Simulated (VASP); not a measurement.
Input of a VASP 6.6.1 run:

INCAR

```
  PREC = Accurate
  ENCUT = 520
  EDIFF = 1E-6
  ISMEAR = 0
  SIGMA = 0.028999999999999998
  LREAL = F
  LASPH = T
  NELM = 80
  ALGO = Normal
  ISIF = 2
  LWAVE = F
  LCHARG = T
  GGA = PE
  LELF = T
  LVHAR = T
  NBANDS = 11
```

The input KPOINTS:

```
Automatic mesh
0
Gamma
  10 10 10
```

POSCAR

```
BP
1.0
    0.0000000000      2.2690000000      2.2690000000
    2.2690000000      0.0000000000      2.2690000000
    2.2690000000      2.2690000000      0.0000000000
P B
1 1
Direct
    0.7500000000      0.7500000000      0.7500000000
    0.0000000000      0.0000000000      0.0000000000
```

Potentials or basis: VASP PAW PBE potentials, release 64 (P, B).

The run is started by

```sh
$ cat potpaw_PBE.64/P/POTCAR potpaw_PBE.64/B/POTCAR > POTCAR
$ mpirun -np 1 vasp_std > vasp.out
```

Q: What does it give for the pressure?

A: 0.9 GPa.

Q: Estimate the band gap on the k mesh.

A: 1.24 eV, indirect (least direct gap 3.40 eV).

A k mesh can miss the band edges.
